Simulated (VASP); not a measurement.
# Pt (P6/mmm) in VASP: further runs

Runs on Pt. Level: PBE. Tasks: single point.

Program: VASP 6.6.1. These are calculated values, not measurements. Logs are shortened: lines on timing, memory, paths and dates and some standing lists are left out, and cuts for length are marked.

## 1. The cell of the first run

It takes space group P6/mmm (No. 191, hexagonal). The conventional cell has a = 2.387 Å, b = 2.387 Å, c = 2.320 Å, α = 90.00°, β = 90.00°, γ = 120.00°. Pt (site symmetry 6/mmm) has 8 Pt at 2.32 to 2.39 Å within 3.1 Å.

This isn't the form of Pt at room conditions, which is fcc.

## 2. Single point, PBE

INCAR

```
  PREC = Accurate
  ENCUT = 570
  EDIFF = 1E-6
  ISMEAR = -1
  SIGMA = 0.08
  LREAL = False
  LASPH = True
  NELM = 120
  ALGO = Normal
  ISIF = 2
  LWAVE = False
  LCHARG = False
  GGA = PE
  NBANDS = 15
  GGA_COMPAT = False
```

KPOINTS

```
regular mesh
0
Gamma
  16 16 15
```

POSCAR

```
Pt
1.0
    2.3873730274      0.0000000000      0.0000000000
   -1.1936865137      2.0675256900      0.0000000000
    0.0000000000      0.0000000000      2.3195249953
Pt
1
Direct
    0.0000000000      0.0000000000      0.0000000000
```

Potentials or basis: VASP PAW PBE potentials, release 64 (Pt_sv_GW).

The run is started by

```sh
cat potpaw_PBE.64/Pt_sv_GW/POTCAR > POTCAR
mpirun -np 1 vasp_std > vasp.out
```

OUTCAR:

```text
PREC = Accurate
   ENCUT = 570
   EDIFF = 1E-6
   ISMEAR = -1
   LREAL = False
   LASPH = True
   NELM = 120
   ISIF = 2
   GGA = PE

 ion  position               nearest neighbor table
   1  0.000  0.000  0.000-

  LATTYP: Found a hexagonal cell.
 ALAT       =     2.3873730274
 C/A-ratio  =     0.9715804647

  Lattice vectors:

 A1 = (   2.3873730274,   0.0000000000,   0.0000000000)
 A2 = (  -1.1936865137,   2.0675256900,   0.0000000000)
 A3 = (   0.0000000000,   0.0000000000,   2.3195249953)

Analysis of symmetry for initial positions (statically):
=====================================================================
 Subroutine PRICEL returns:
 Original cell was already a primitive cell.

 Routine SETGRP: Setting up the symmetry group for a
 hexagonal supercell.

 Subroutine GETGRP returns: Found 24 space group operations
 (whereof 24 operations were pure point group operations)
 out of a pool of 24 trial point group operations.

The static configuration has the point symmetry D_6h.

Analysis of symmetry for dynamics (positions and initial velocities):
=====================================================================
 Subroutine PRICEL returns:
 Original cell was already a primitive cell.

 Routine SETGRP: Setting up the symmetry group for a
 hexagonal supercell.

 Subroutine GETGRP returns: Found 24 space group operations
 (whereof 24 operations were pure point group operations)
 out of a pool of 24 trial point group operations.

The dynamic configuration has the point symmetry D_6h.

 Subroutine INISYM returns: Found 24 space group operations
 (whereof 24 operations are pure point group operations),
 and found     1 'primitive' translations

----------------------------------------------------------------------------------------

                                     Primitive cell

  volume of cell :      11.4491

  direct lattice vectors                    reciprocal lattice vectors
     2.387373027  0.000000000  0.000000000     0.418870444  0.241834964  0.000000000
    -1.193686514  2.067525690  0.000000000     0.000000000  0.483669927  0.000000000
     0.000000000  0.000000000  2.319524995     0.000000000  0.000000000  0.431122752

  length of vectors
     2.387373027  2.387373027  2.319524995     0.483669927  0.483669927  0.431122752
[... 78 lines left out ...]
   NELM   =    120;   NELMIN=  2; NELMDL= -5     # of ELM steps
   EDIFF  = 0.1E-05   stopping-criterion for ELM
   LREAL  =      F    real-space projection
   EDIFFG = 0.1E-04   stopping-criterion for IOM
   NSW    =      0    number of steps for IOM
   IBRION =     -1    ionic relax: 0-MD 1-quasi-New 2-CG
   NFREE  =      0    steps in history (QN), initial steepest desc. (CG)
   ISIF   =      2    stress and relaxation
   ISYM   =      2    0-nonsym 1-usesym 2-fastsym
   POTIM  = 0.5000    time-step for ionic-motion
   TEBEG  =    0.0;   TEEND  =   0.0 temperature during run
   PSTRESS=    0.0 pullay stress
   NELECT =      18.0000    total number of electrons
   NUPDOWN=      -1.0000    fix difference up-down
   EMIN   =  10.00;   EMAX   =-10.00  energy-range for DOS
   EFERMI =   0.00;   METHOD = LEGACY
   ISMEAR =    -1;   SIGMA  =   0.08  broadening in eV -4-tet -1-fermi 0-gaus
   EFERMI_NEDOS =   21; number of points for ismear=-14 and -15
   IALGO  =     38    algorithm
   IMIX   =      4    mixing-type and parameters
     AMIX     =   0.40;   BMIX     =  1.00
     AMIX_MAG =   1.60;   BMIX_MAG =  1.00
  volume/ion in A,a.u.               =      11.45        77.26
  Fermi-wavevector in a.u.,A,eV,Ry     =   1.903599  3.597281 49.303310  3.623691
  Thomas-Fermi vector in A             =   2.941993
   LORBIT       =      0    0 simple, 1 ext, 2 COOP (PROOUT), +10 PAW based schemes
   GGA     = PE    functional components
   LHFCALC =     F    Hartree Fock is set to
   AEXX    =    0.0000 exact exchange contribution
   IVDW    =     0    specifies the selected vdW correction
   LEPSILON=     F    determine dielectric tensor
   LRPA    =     F    only Hartree local field effects (RPA)
 non-spin polarized calculation
  energy-cutoff  :      570.00
  volume of cell :       11.45
 maximum number of plane-waves:       381
 NGX is ok and might be reduce to    20
   NGX =  9   NGY =  9   NGZ =  9

 number of electron      18.0000000 magnetization

 Free energy of the ion-electron system (eV)
  ---------------------------------------------------
  ext. energy  EPLUGINS =         0.00000000
  ---------------------------------------------------
  free energy    TOTEN  =        -3.35366253 eV

  energy without entropy =       -3.34108485  energy(sigma->0) =       -3.34737369

 E-fermi :  16.4669     XC(G=0): -15.8841

 val. band max:       16.4609575502   @ k =   0.1875   0.1250   0.0000
 cond. band min:      16.4693827434   @ k =   0.3750   0.0000   0.0667
 fundamental gap:      0.0084251933
 Fermi energy:        16.4669389878

 k-point     1 :       0.0000    0.0000    0.0000
  band No.  band energies     occupation
      1     -83.4878      2.00000
      2     -36.9914      2.00000
      3     -36.9914      2.00000
      4     -36.8790      2.00000
      5       3.0989      2.00000
      6       6.3210      2.00000
      7      10.5396      2.00000
      8      10.5396      2.00000
      9      17.2879      0.00007
     10      17.2879      0.00007
     11      30.5834      0.00000
     12      32.5737      0.00000
     13      40.7861      0.00000
     14      40.7861      0.00000
[... 401 lines left out ...]
      2     -38.3288      2.00000
      3     -37.5655      2.00000
      4     -36.6981      2.00000
      5       7.4746      2.00000
      6       7.9351      2.00000
      7       9.7941      2.00000
      8      13.4813      2.00000
      9      15.6765      1.99990
     10      18.1967      0.00000
     11      27.6775      0.00000
     12      30.1934      0.00000
     13      37.2695      0.00000
     14      42.5903      0.00000
     15      44.2912      0.00000

 [... further k-points ...]
[... 5 lines left out ...]
  --------------------------------------------------------------------------------------
  -------------------------------------------------------------------------------------
  Total       16.2409334     16.2409334     16.2307626     -0.0000000      0.0000000     -0.0000000
  in kB     2272.7481591   2272.7481590   2271.3248536     -0.0000000      0.0000000     -0.0000000
  external PRESSURE =    2272.2737239 kB  Pullay stress =       0.0000000 kB

 VOLUME and BASIS-vectors are now :
 -----------------------------------------------------------------------------
  energy-cutoff  :      570.00
  volume of cell :       11.45
      direct lattice vectors                 reciprocal lattice vectors
     2.387373027  0.000000000  0.000000000     0.418870444  0.241834964  0.000000000
    -1.193686514  2.067525690  0.000000000     0.000000000  0.483669927  0.000000000
     0.000000000  0.000000000  2.319524995     0.000000000  0.000000000  0.431122752

 POSITION                                       TOTAL-FORCE (eV/Angst)
 -----------------------------------------------------------------------------------
      0.00000      0.00000      0.00000         0.000000      0.000000      0.000000
 -----------------------------------------------------------------------------------
    total drift:                               -0.000000      0.000000     -0.000000

  FREE ENERGIE OF THE ION-ELECTRON SYSTEM (eV)
  ---------------------------------------------------
  free  energy   TOTEN  =        -3.3536625314 eV

  energy  without entropy=       -3.3410848549  energy(sigma->0) =       -3.34737369
```

OSZICAR:

```text
N       E                     dE             d eps       ncg     rms          rms(c)
DAV:   1     0.166350374628E+03    0.16635E+03   -0.13604E+04  7380   0.144E+03
DAV:   2    -0.120357882101E+01   -0.16755E+03   -0.16151E+03  8908   0.491E+02
DAV:   3    -0.391728808921E+01   -0.27137E+01   -0.27093E+01  8005   0.595E+01
DAV:   4    -0.392217045254E+01   -0.48824E-02   -0.48822E-02  8950   0.304E+00
DAV:   5    -0.392218512714E+01   -0.14675E-04   -0.14676E-04  8075   0.147E-01    0.972E+01
DAV:   6    -0.340678857844E+01    0.51540E+00   -0.59014E-01  8586   0.897E+00    0.549E+01
DAV:   7    -0.336956835286E+01    0.37220E-01   -0.29462E-01  8768   0.593E+00    0.595E+00
DAV:   8    -0.335388305827E+01    0.15685E-01   -0.58452E-02  7865   0.327E+00    0.646E-01
DAV:   9    -0.335374978250E+01    0.13328E-03   -0.10636E-03  7893   0.421E-01    0.358E-01
DAV:  10    -0.335366742465E+01    0.82358E-04   -0.98213E-05  8558   0.153E-01    0.147E-01
DAV:  11    -0.335366322609E+01    0.41986E-05   -0.63938E-06  8432   0.279E-02    0.373E-02
DAV:  12    -0.335366253140E+01    0.69468E-06   -0.30869E-07  4139   0.770E-03
   1 F= -.33536625E+01 E0= -.33473737E+01  d E =-.125777E-01
```

stdout:

```text
POSCAR found type information on POSCAR Pt
 POSCAR found :  1 types and       1 ions
 scaLAPACK will be used
 LDA part: xc-table for (Slater+PW92), standard interpolation
 POSCAR, INCAR and KPOINTS ok, starting setup
 FFT: planning ... GRIDC
 FFT: planning ... GRID_SOFT
 FFT: planning ... GRID
 WAVECAR not read
 entering main loop
```

Wall time 21 s (1 thread of AMD EPYC 9R45 (Zen 5), shared host); peak memory 0.14 GiB.

Results:

```
Free energy            : -3.3537 eV
Pressure               : 227.2 GPa
Band gap on the k mesh : zero (bands 9 and 10 overlap by 5.71 eV)
```

Caveat: the cell stands under pressure; spin-orbit coupling is left out, which moves the levels of the heavy elements.

## 3. Single point, PBE

This run uses another cell than the first one, of 8.76 Å³/atom.

INCAR

```
SYSTEM = Pt
  PREC = Accurate
  ENCUT = 570
  EDIFF = 1E-6
  ISMEAR = -1
  SIGMA = 0.08
  LREAL = .FALSE.
  LASPH = .TRUE.
  NELM = 120
  ALGO = Normal
  ISIF = 2
  LWAVE = .FALSE.
  LCHARG = .FALSE.
  GGA = PE
  NBANDS = 15
  GGA_COMPAT = .FALSE.
```

KPOINTS

```
regular mesh
0
G
  16 16 15
  0 0 0
```

POSCAR

```
Pt
1.0
    2.1895466922      0.0000000000      0.0000000000
   -1.0947733461      1.8962030582      0.0000000000
    0.0000000000      0.0000000000      2.1087526026
Pt
1
Direct
    0.0000000000      0.0000000000      0.0000000000
```

Potentials or basis: VASP PAW PBE potentials, release 64 (Pt_sv_GW).

The run is started by

```sh
cat potpaw_PBE.64/Pt_sv_GW/POTCAR > POTCAR
mpirun -np 1 vasp_std > vasp.out
```

Wall time 25 s (1 thread of AMD EPYC 7R43 (Zen 3), shared host); peak memory 0.12 GiB.

The run converged, but its numbers aren't listed here, since they failed a check.

Caveat: the cell stands under pressure; spin-orbit coupling is left out, which moves the levels of the heavy elements.

## 4. Single point, PBE (10.10 Å³/atom)

This run uses another cell than the first one, of 10.10 Å³/atom.

INCAR

```
PREC = Accurate ; ENCUT = 570
EDIFF = 1E-6 ; ISMEAR = -1
SIGMA = 0.08 ; LREAL = F
LASPH = T ; NELM = 120
ALGO = Normal ; ISIF = 2
LWAVE = F ; LCHARG = F
GGA = PE ; NBANDS = 15
GGA_COMPAT = F
```

KPOINTS

```
regular mesh
0
Gamma
  16 16 15
```

POSCAR

```
Pt
1.0
    2.2934780562      0.0000000000      0.0000000000
   -1.1467390281      1.9862102597      0.0000000000
    0.0000000000      0.0000000000      2.2176488620
Pt
1
Direct
    0.0000000000      0.0000000000      0.0000000000
```

The run is started by

```sh
cat potpaw_PBE.64/Pt_sv_GW/POTCAR > POTCAR
mpirun -np 1 vasp_std > vasp.out
```

It took 26 s on 1 thread of Intel Xeon Platinum 8488C (Sapphire Rapids), shared host; peak memory 0.16 GiB.

The run converged. Its results:

* Free energy: -0.7114 eV
* Pressure: 414.1 GPa
* Band gap on the k mesh: zero (bands 9 and 10 overlap by 7.02 eV)

Levels at points of the mesh, in eV from the Fermi level:
```tsv
k point	band 7	band 8	band 9	band 10	band 11	band 12
(0.00, 0.00, 0.00)	-7.15	-7.15	1.07	1.07	13.20	16.74
(0.50, 0.00, 0.00)	-4.67	-1.68	-0.20	1.89	10.57	15.48
```

Caveat: the cell stands under pressure; spin-orbit coupling is left out, which moves the levels of the heavy elements.

## 5. Single point, PBE

This run uses another cell than the first one, of 12.80 Å³/atom.

INCAR

```
SYSTEM = Pt
PREC     = Accurate       ! precision mode
ENCUT    = 570            ! plane-wave cutoff, eV
EDIFF    = 1E-6           ! SCF threshold, eV
ISMEAR   = -1             ! smearing method
SIGMA    = 0.08           ! smearing width, eV
LREAL    = .FALSE.        ! projectors in reciprocal space
LASPH    = .TRUE.         ! aspherical terms in the spheres
NELM     = 120            ! most SCF steps
ALGO     = Normal         ! electronic algorithm
ISIF     = 2              ! what is computed and relaxed
LWAVE    = .FALSE.        ! write WAVECAR
LCHARG   = .FALSE.        ! write CHGCAR
GGA      = PE             ! functional
NBANDS   = 15             ! bands
GGA_COMPAT= .FALSE.
```

KPOINTS

```
regular mesh
0
G
  16 16 15
  0 0 0
```

POSCAR

```
Pt
1.0
    2.4729594705      0.0000000000      0.0000000000
   -1.2364797353      2.1416457240      0.0000000000
    0.0000000000      0.0000000000      2.4160744056
Pt
1
Direct
    0.0000000000      0.0000000000      0.0000000000
```

The run is started by

```sh
cat potpaw_PBE.64/Pt_sv_GW/POTCAR > POTCAR
mpirun -np 1 vasp_std > vasp.out
```

It took 27 s on 1 thread of Intel Xeon Platinum 8488C (Sapphire Rapids), shared host; peak memory 0.17 GiB.

Results (log left out):

- Free energy: -4.7942 eV
- Pressure: 120.7 GPa
- Band gap on the k mesh: zero (bands 9 and 10 overlap by 4.68 eV)

Stress tensor (GPa, compression positive):
```
120.70   0.00   0.00
  0.00 120.70   0.00
  0.00   0.00 120.56
```

Levels at points of the mesh, in eV from the Fermi level:
```csv
k point,band 7,band 8,band 9,band 10,band 11,band 12
"(0.00, 0.00, 0.00)",-5.02,-5.02,0.63,0.63,14.73,15.48
"(0.50, 0.00, 0.00)",-3.29,-0.84,-0.23,1.28,7.98,14.68
```

Caveat: the cell stands under pressure; spin-orbit coupling is left out, which moves the levels of the heavy elements.

## 6. Summary

```tsv
cell	gap on the mesh (eV)	pressure (GPa)
a = 2.387, b = 2.387, c = 2.320 Å, angles 90.0, 90.0, 120.0°, 1 atom	none	227.2
a = 2.293, b = 2.293, c = 2.218 Å, angles 90.0, 90.0, 120.0°, 1 atom	none	414.1
a = 2.473, b = 2.473, c = 2.416 Å, angles 90.0, 90.0, 120.0°, 1 atom	none	120.7
```

Alike in all rows: task single point; level PBE; potentials or basis VASP PAW PBE potentials, release 64 (Pt_sv_GW); no spin polarisation; k mesh 16 × 16 × 15; cutoff (eV) 570; smearing fermi-dirac 0.08 eV.

Caveats: the cell stands under pressure; spin-orbit coupling is left out, which moves the levels of the heavy elements.

Absolute energies hang on the potentials; compare differences alone.

The gap in the log of VASP goes by the Fermi energy; the results here count the filled bands.